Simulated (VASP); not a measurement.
# BN (F-43m) in VASP: notebook

Runs on BN. Level: PBE. Tasks: single point.

Everything below comes from runs of VASP 6.6.1. Logs are shortened: lines on timing, memory, paths and dates and some standing lists are left out, and cuts for length are marked.

### Step 1. The cell of the first run

Symmetry: F-43m, No. 216, cubic system. Conventional cell: a = 3.626 Å, b = 3.626 Å, c = 3.626 Å, α = 90.00°, β = 90.00°, γ = 90.00°. N (site symmetry -43m) has 4 B at 1.57 Å within 2.1 Å. B (site symmetry -43m) has 4 N at 1.57 Å within 2.1 Å.

### Step 2. Single point, PBE

File INCAR:

```
SYSTEM = BN
ALGO = Normal
EDIFF = 1E-6
ENCUT = 600
GGA = PE
GGA_COMPAT = .FALSE.
ISIF = 2
ISMEAR = 0
LASPH = .TRUE.
LCHARG = .FALSE.
LREAL = .FALSE.
LWAVE = .FALSE.
NBANDS = 11
NELM = 120
PREC = Accurate
SIGMA = 0.01
```

File KPOINTS:

```
k-points
0
G
  8 8 8
  0 0 0
```

File POSCAR:

```
BN
1.0
    0.0000000000      1.8130010000      1.8130010000
    1.8130010000      0.0000000000      1.8130010000
    1.8130010000      1.8130010000      0.0000000000
N B
1 1
Direct
    0.2500000000      0.2500000000      0.2500000000
    0.0000000000      0.0000000000      0.0000000000
```

Potentials or basis: VASP PAW PBE potentials, release 64 (N, B).

Launch:

```console
cat potpaw_PBE.64/N/POTCAR potpaw_PBE.64/B/POTCAR > POTCAR
mpirun -np 1 vasp_std > vasp.out
```

OUTCAR:

```text
SYSTEM = BN
   EDIFF = 1E-6
   ENCUT = 600
   GGA = PE
   ISIF = 2
   ISMEAR = 0
   LASPH = .TRUE.
   LREAL = .FALSE.
   NELM = 120
   PREC = Accurate

 ion  position               nearest neighbor table
   1  0.250  0.250  0.250-   2 1.57   2 1.57   2 1.57   2 1.57
   2  0.000  0.000  0.000-   1 1.57   1 1.57   1 1.57   1 1.57

  LATTYP: Found a face centered cubic cell.
 ALAT       =     3.6260020000

  Lattice vectors:

 A1 = (   0.0000000000,   1.8130010000,   1.8130010000)
 A2 = (   1.8130010000,   0.0000000000,   1.8130010000)
 A3 = (   1.8130010000,   1.8130010000,   0.0000000000)

Analysis of symmetry for initial positions (statically):
=====================================================================
 Subroutine PRICEL returns:
 Original cell was already a primitive cell.

 Routine SETGRP: Setting up the symmetry group for a
 face centered cubic supercell.

 Subroutine GETGRP returns: Found 24 space group operations
 (whereof 24 operations were pure point group operations)
 out of a pool of 48 trial point group operations.

The static configuration has the point symmetry T_d .

Analysis of symmetry for dynamics (positions and initial velocities):
=====================================================================
 Subroutine PRICEL returns:
 Original cell was already a primitive cell.

 Routine SETGRP: Setting up the symmetry group for a
 face centered cubic supercell.

 Subroutine GETGRP returns: Found 24 space group operations
 (whereof 24 operations were pure point group operations)
 out of a pool of 48 trial point group operations.

The dynamic configuration has the point symmetry T_d .

 Subroutine INISYM returns: Found 24 space group operations
 (whereof 24 operations are pure point group operations),
 and found     1 'primitive' translations

----------------------------------------------------------------------------------------

                                     Primitive cell

  volume of cell :      11.9186

  direct lattice vectors                    reciprocal lattice vectors
     0.000000000  1.813001000  1.813001000    -0.275785838  0.275785838  0.275785838
     1.813001000  0.000000000  1.813001000     0.275785838 -0.275785838  0.275785838
     1.813001000  1.813001000  0.000000000     0.275785838  0.275785838 -0.275785838

  length of vectors
     2.563970603  2.563970603  2.563970603     0.477675083  0.477675083  0.477675083

  position of ions in fractional coordinates (direct lattice)
     0.250000000  0.250000000  0.250000000
     0.000000000  0.000000000  0.000000000

  ion indices of the primitive-cell ions
   primitive index   ion index
                 1           1
                 2           2

----------------------------------------------------------------------------------------

 KPOINTS: k-points

Automatic generation of k-mesh.
 Grid dimensions read from file:
 generate k-points for:    8    8    8

 Generating k-lattice:

  Cartesian coordinates                     Fractional coordinates (reciprocal lattice)
    -0.034473230  0.034473230  0.034473230     0.125000000  0.000000000  0.000000000
     0.034473230 -0.034473230  0.034473230     0.000000000  0.125000000  0.000000000
     0.034473230  0.034473230 -0.034473230     0.000000000  0.000000000  0.125000000

  Length of vectors
     0.059709385  0.059709385  0.059709385

  Shift w.r.t. Gamma in fractional coordinates (k-lattice)
     0.000000000  0.000000000  0.000000000

 Subroutine IBZKPT returns following result:
 ===========================================

 Found     29 irreducible k-points:

 Following reciprocal coordinates:
            Coordinates               Weight
  0.000000  0.000000  0.000000      1.000000
  0.125000  0.000000  0.000000      8.000000
  0.250000  0.000000  0.000000      8.000000
  0.375000  0.000000  0.000000      8.000000
  0.500000  0.000000  0.000000      4.000000
  0.125000  0.125000  0.000000      6.000000
[... 16 lines left out ...]
  0.500000  0.250000  0.125000     48.000000
 -0.375000  0.250000  0.125000     24.000000
 [... further k-points ...]
   k-points           NKPTS =     29   k-points in BZ     NKDIM =     29   number of bands    NBANDS=     11
   number of dos      NEDOS =    301   number of ions     NIONS =      2
   total plane-waves  NPLWV =   8000
   dimension x,y,z NGX =    20 NGY =   20 NGZ =   20
   dimension x,y,z NGXF=    40 NGYF=   40 NGZF=   40
   ions per type =               1   1
   NGX,Y,Z   is equivalent  to a cutoff of  12.97, 12.97, 12.97 a.u.
   NGXF,Y,Z  is equivalent  to a cutoff of  25.94, 25.94, 25.94 a.u.
 SYSTEM =  BN
   PREC   = accura    normal or accurate (medium, high low for compatibility)
   ISTART =      0    job   : 0-new  1-cont  2-samecut
   ICHARG =      2    charge: 1-file 2-atom 10-const
   ISPIN  =      1    spin polarized calculation?
   LNONCOLLINEAR =      F non collinear calculations
   LSORBIT =      F    spin-orbit coupling
   LASPH  =      T    aspherical Exc in radial PAW
   ENCUT  =  600.0 eV  44.10 Ry    6.64 a.u.   5.12  5.12  5.12*2*pi/ulx,y,z
   NELM   =    120;   NELMIN=  2; NELMDL= -5     # of ELM steps
   EDIFF  = 0.1E-05   stopping-criterion for ELM
   LREAL  =      F    real-space projection
   EDIFFG = 0.1E-04   stopping-criterion for IOM
   NSW    =      0    number of steps for IOM
   IBRION =     -1    ionic relax: 0-MD 1-quasi-New 2-CG
   NFREE  =      0    steps in history (QN), initial steepest desc. (CG)
   ISIF   =      2    stress and relaxation
   ISYM   =      2    0-nonsym 1-usesym 2-fastsym
   POTIM  = 0.5000    time-step for ionic-motion
   TEBEG  =    0.0;   TEEND  =   0.0 temperature during run
   PSTRESS=    0.0 pullay stress
   NELECT =       8.0000    total number of electrons
   NUPDOWN=      -1.0000    fix difference up-down
   EMIN   =  10.00;   EMAX   =-10.00  energy-range for DOS
   EFERMI =   0.00;   METHOD = LEGACY
   ISMEAR =     0;   SIGMA  =   0.01  broadening in eV -4-tet -1-fermi 0-gaus
   EFERMI_NEDOS =   21; number of points for ismear=-14 and -15
   IALGO  =     38    algorithm
   IMIX   =      4    mixing-type and parameters
     AMIX     =   0.40;   BMIX     =  1.00
     AMIX_MAG =   1.60;   BMIX_MAG =  1.00
  volume/ion in A,a.u.               =       5.96        40.22
  Fermi-wavevector in a.u.,A,eV,Ry     =   1.433387  2.708709 27.954506  2.054598
  Thomas-Fermi vector in A             =   2.552911
   LORBIT       =      0    0 simple, 1 ext, 2 COOP (PROOUT), +10 PAW based schemes
   GGA     = PE    functional components
   LHFCALC =     F    Hartree Fock is set to
   AEXX    =    0.0000 exact exchange contribution
   IVDW    =     0    specifies the selected vdW correction
   LEPSILON=     F    determine dielectric tensor
   LRPA    =     F    only Hartree local field effects (RPA)
 non-spin polarized calculation
 Gauss-broadening in eV      SIGMA  =   0.01
  energy-cutoff  :      600.00
  volume of cell :       11.92
 maximum number of plane-waves:       415
   NGX = 11   NGY = 11   NGZ = 11

 number of electron       7.9999999 magnetization

 Free energy of the ion-electron system (eV)
  ---------------------------------------------------
  ext. energy  EPLUGINS =         0.00000000
  ---------------------------------------------------
  free energy    TOTEN  =       -17.45433445 eV

  energy without entropy =      -17.45433445  energy(sigma->0) =      -17.45433445

 E-fermi :   7.3367     XC(G=0): -12.7771

 val. band max:        7.2909231330   @ k =   0.0000   0.0000   0.0000
 cond. band min:      11.7405211618   @ k =   0.5000   0.5000   0.0000
 fundamental gap:      4.4495980287
 Fermi energy:         7.3366660885

 k-point     1 :       0.0000    0.0000    0.0000
  band No.  band energies     occupation
      1     -12.8367      2.00000
      2       7.2909      2.00000
      3       7.2909      2.00000
      4       7.2909      2.00000
      5      16.0671      0.00000
      6      16.0671      0.00000
      7      16.0671      0.00000
      8      17.4929      0.00000
      9      31.8722      0.00000
     10      34.9463      0.00000
     11      34.9463      0.00000

 k-point     2 :       0.1250    0.0000    0.0000
  band No.  band energies     occupation
      1     -12.4606      2.00000
      2       5.4268      2.00000
      3       6.9146      2.00000
      4       6.9146      2.00000
      5      16.4111      0.00000
      6      16.6323      0.00000
      7      16.6323      0.00000
      8      18.6895      0.00000
      9      31.4575      0.00000
     10      31.8523      0.00000
     11      31.8523      0.00000

 k-point     3 :       0.2500    0.0000    0.0000
  band No.  band energies     occupation
      1     -11.3697      2.00000
      2       1.8485      2.00000
      3       6.1735      2.00000
      4       6.1735      2.00000
      5      16.8420      0.00000
      6      17.5742      0.00000
      7      17.5742      0.00000
      8      20.7416      0.00000
      9      30.6253      0.00000
     10      30.8041      0.00000
     11      30.8041      0.00000

 k-point     4 :       0.3750    0.0000    0.0000
  band No.  band energies     occupation
      1      -9.7614      2.00000
      2      -1.5751      2.00000
      3       5.5826      2.00000
      4       5.5826      2.00000
      5      17.1882      0.00000
      6      17.9396      0.00000
      7      17.9396      0.00000
      8      22.0463      0.00000
      9      30.4149      0.00000
     10      32.3093      0.00000
     11      32.3093      0.00000

 k-point     5 :       0.5000    0.0000    0.0000
  band No.  band energies     occupation
      1      -8.6631      2.00000
      2      -3.3162      2.00000
      3       5.3679      2.00000
      4       5.3679      2.00000
      5      17.3177      0.00000
      6      17.9462      0.00000
      7      17.9462      0.00000
      8      22.4545      0.00000
      9      30.6176      0.00000
     10      33.8911      0.00000
     11      34.0602      0.00000
[... 211 lines left out ...]
 k-point    21 :       0.5000    0.5000    0.0000
  band No.  band energies     occupation
      1      -7.3090      2.00000
      2      -1.5655      2.00000
      3       2.4317      2.00000
      4       2.4317      2.00000
      5      11.7405      0.00000
      6      16.4707      0.00000
      7      25.0695      0.00000
      8      25.0695      0.00000
      9      27.9193      0.00000
     10      34.3319      0.00000
     11      40.7653      0.00000

 k-point    22 :       0.3750    0.2500    0.1250
  band No.  band energies     occupation
      1     -10.4406      2.00000
      2       1.6211      2.00000
      3       3.3864      2.00000
      4       5.2857      2.00000
      5      15.8112      0.00000
      6      19.0746      0.00000
      7      19.7951      0.00000
      8      20.5232      0.00000
      9      26.6769      0.00000
     10      32.8496      0.00000
     11      34.4646      0.00000

 k-point    23 :       0.5000    0.2500    0.1250
  band No.  band energies     occupation
      1      -8.9400      2.00000
      2      -0.8749      2.00000
      3       2.5743      2.00000
      4       4.3693      2.00000
      5      16.6341      0.00000
      6      18.5851      0.00000
      7      20.9057      0.00000
      8      21.8327      0.00000
      9      27.2820      0.00000
     10      32.3675      0.00000
     11      34.6308      0.00000

 k-point    24 :      -0.3750    0.2500    0.1250
  band No.  band energies     occupation
      1      -7.9680      2.00000
      2      -2.3286      2.00000
      3       2.4995      2.00000
      4       3.8733      2.00000
      5      16.8439      0.00000
      6      18.3804      0.00000
      7      21.5426      0.00000
      8      22.9453      0.00000
      9      26.6579      0.00000
     10      32.9749      0.00000
     11      34.6237      0.00000

 [... further k-points ...]

------------------------ aborting loop because EDIFF is reached ----------------------------------------

  FORCE on cell =-STRESS in cart. coord.  units (eV):
  Direction    XX          YY          ZZ          XY          YZ          ZX
  --------------------------------------------------------------------------------------
  -------------------------------------------------------------------------------------
  Total       -0.0322537     -0.0322537     -0.0322537      0.0000000      0.0000000      0.0000000
  in kB       -4.3357643     -4.3357643     -4.3357643      0.0000000      0.0000000      0.0000000
  external PRESSURE =      -4.3357643 kB  Pullay stress =       0.0000000 kB

 VOLUME and BASIS-vectors are now :
 -----------------------------------------------------------------------------
  energy-cutoff  :      600.00
  volume of cell :       11.92
      direct lattice vectors                 reciprocal lattice vectors
     0.000000000  1.813001000  1.813001000    -0.275785838  0.275785838  0.275785838
     1.813001000  0.000000000  1.813001000     0.275785838 -0.275785838  0.275785838
     1.813001000  1.813001000  0.000000000     0.275785838  0.275785838 -0.275785838

 POSITION                                       TOTAL-FORCE (eV/Angst)
 -----------------------------------------------------------------------------------
      0.90650      0.90650      0.90650        -0.000000     -0.000000     -0.000000
      0.00000      0.00000      0.00000         0.000000      0.000000      0.000000
 -----------------------------------------------------------------------------------
    total drift:                                0.000000      0.000000      0.000000

  FREE ENERGIE OF THE ION-ELECTRON SYSTEM (eV)
  ---------------------------------------------------
  free  energy   TOTEN  =       -17.4543344519 eV

  energy  without entropy=      -17.4543344519  energy(sigma->0) =      -17.45433445
```

Run time: 6.8 s. Hardware: 1 thread of Intel Xeon 8259CL, shared host; peak memory 0.12 GiB.

What came out:

```yaml
Free_energy: -17.4543 eV
Pressure: -0.4 GPa
Band_gap_on_the_k_mesh: 4.45 eV, indirect (least direct gap 8.78 eV)
```

A k mesh can miss the band edges. A hybrid or GW would open this gap; PBE tends to underestimate it.

### Step 3. Single point, PBE

File INCAR:

```
  PREC = Accurate
  ENCUT = 600
  EDIFF = 1E-6
  ISMEAR = 0
  SIGMA = 0.01
  LREAL = False
  LASPH = True
  NELM = 120
  ALGO = Normal
  ISIF = 2
  LWAVE = False
  LCHARG = True
  GGA = PE
  LELF = True
  LVHAR = True
  NBANDS = 11
  GGA_COMPAT = False
```

File KPOINTS:

```
Automatic mesh
0
Gamma
  8 8 8
```

POSCAR is that of step 2.

Potentials or basis: VASP PAW PBE potentials, release 64 (N, B).

Launch:

```console
cat potpaw_PBE.64/N/POTCAR potpaw_PBE.64/B/POTCAR > POTCAR
mpirun -np 1 vasp_std > vasp.out
```

Wall time 7.5 s (1 thread of Intel Xeon 8259CL, shared host); peak memory 0.12 GiB.

Results (log left out):

```yaml
Free_energy: -17.4543 eV
Pressure: -0.4 GPa
Band_gap_on_the_k_mesh: 4.45 eV, indirect (least direct gap 8.78 eV)
```

Levels at points of the mesh, in eV from the valence-band top:
| k point | band 2 | band 3 | band 4 | band 5 | band 6 | band 7 |
| --- | --- | --- | --- | --- | --- | --- |
| (0.00, 0.00, 0.00) | 0.00 | 0.00 | 0.00 | 8.78 | 8.78 | 8.78 |
| (0.50, 0.00, 0.00) | -10.61 | -1.92 | -1.92 | 10.03 | 10.66 | 10.66 |
| (0.50, 0.50, 0.00) | -8.86 | -4.86 | -4.86 | 4.45 | 9.18 | 17.78 |

A k mesh can miss the band edges. As with any semilocal functional, this PBE gap is likely too small.

### Step 4. Single point, PBE

File INCAR:

```
ALGO = Normal ; EDIFF = 1E-6
ENCUT = 600 ; GGA = PE
GGA_COMPAT = False ; ISIF = 2
ISMEAR = -1 ; LASPH = True
LCHARG = True ; LELF = True
LREAL = False ; LVHAR = True
LWAVE = False ; NBANDS = 11
NELM = 120 ; PREC = Accurate
SIGMA = 0.02
```

File KPOINTS:

```
k-points
0
Gamma
  12 12 12
```

POSCAR is that of step 3.

Launch:

```console
cat potpaw_PBE.64/N/POTCAR potpaw_PBE.64/B/POTCAR > POTCAR
mpirun -np 1 vasp_std > vasp.out
```

Run time: 14 s. Hardware: 1 thread of Intel Xeon 8259CL, shared host; peak memory 0.12 GiB.

The run converged. Its results:

```yaml
Free_energy: -17.4546 eV
Pressure: -0.4 GPa
Band_gap_on_the_k_mesh: 4.45 eV, indirect (least direct gap 8.78 eV)
```

Levels at points of the mesh, in eV from the valence-band top:
| k point | band 2 | band 3 | band 4 | band 5 | band 6 | band 7 |
| --- | --- | --- | --- | --- | --- | --- |
| (0.00, 0.00, 0.00) | 0.00 | 0.00 | 0.00 | 8.78 | 8.78 | 8.78 |
| (0.50, 0.00, 0.00) | -10.61 | -1.92 | -1.92 | 10.03 | 10.66 | 10.66 |
| (0.50, 0.50, 0.00) | -8.86 | -4.86 | -4.86 | 4.45 | 9.18 | 17.78 |

A k mesh can miss the band edges. PBE gaps usually lie below the measured ones, often by a third to a half.
